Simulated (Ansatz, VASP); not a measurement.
# Two plane-wave programs on NaCl

File INCAR:

```
  PREC = Accurate
  ENCUT = 520
  EDIFF = 1E-6
  ISMEAR = -1
  SIGMA = 0.02
  LREAL = F
  LASPH = T
  NELM = 100
  ALGO = Normal
  ISIF = 2
  LWAVE = F
  LCHARG = T
  GGA = PE
  LELF = T
  LVHAR = T
  NBANDS = 14
```

KPOINTS

```
regular mesh
0
Gamma
  8 8 8
```

File POSCAR:

```
NaCl
1.0
    3.4595458649      0.0797425322      0.0000000000
    0.0797425322      3.4595458649      0.0000000000
    0.0000000000      0.0000000000      3.4595458649
Na Cl
1 1
Direct
    0.0000000000      0.0000000000      0.0000000000
    0.5000000000      0.5000000000      0.5000000000
```

Input for Ansatz:

```yaml
crystal:
  lattice:
    - [3.4595458649, 0.0797425322, 0.0]
    - [0.0797425322, 3.4595458649, 0.0]
    - [0.0, 0.0, 3.4595458649]
  atoms:
    - { symbol: Na, position: [0.0, 0.0, 0.0] }
    - { symbol: Cl, position: [0.5, 0.5, 0.5] }
kpoints:
  mp_grid: { grid: [8, 8, 8] }
  band_path:
    path: [[0.0, 0.0, 0.0], [0.0, 0.5, 0.0], [0.5, 0.5, 0.0], [0.5, 0.5, 0.5]]
    npoints: 1
hamiltonian:
  xc: pbe
scf:
  occupations: { method: fermi_dirac, width: 0.02 }
  n_extra_bands: 4
output:
  forces: true
  stress: true
  eigenvalues: true
  write_density: true
  write_potential: true
  elf: true
  volumetric_format: npy
```

Change from the starting cell: shear_xy strain +4.6%.

Alike in both runs: task single point; functional PBE; k mesh 8 × 8 × 8; occupations fermi-dirac, width 0.02 eV; no spin polarisation.

```csv
,VASP,Ansatz
version,VASP 6.6.1,Ansatz 0.2.0
potentials or method,"VASP PAW PBE potentials, release 64 (Na_pv, Cl)","plane waves, PAW"
plane-wave cutoff (eV),520,420
valence electrons in the cell,14,16
```

```tsv
	VASP	Ansatz	Ansatz less VASP
gap on the k mesh at the Fermi level (eV)	4.12	4.12	0.000
pressure (GPa)	1.2	1.2	+0.05
traceless stress, the component that is largest in VASP (GPa)	0.05	0.05	+0.003
```

VASP's potentials hold 14 valence electrons a cell and Ansatz's 16, so a difference there can come from the potentials and not from the codes.
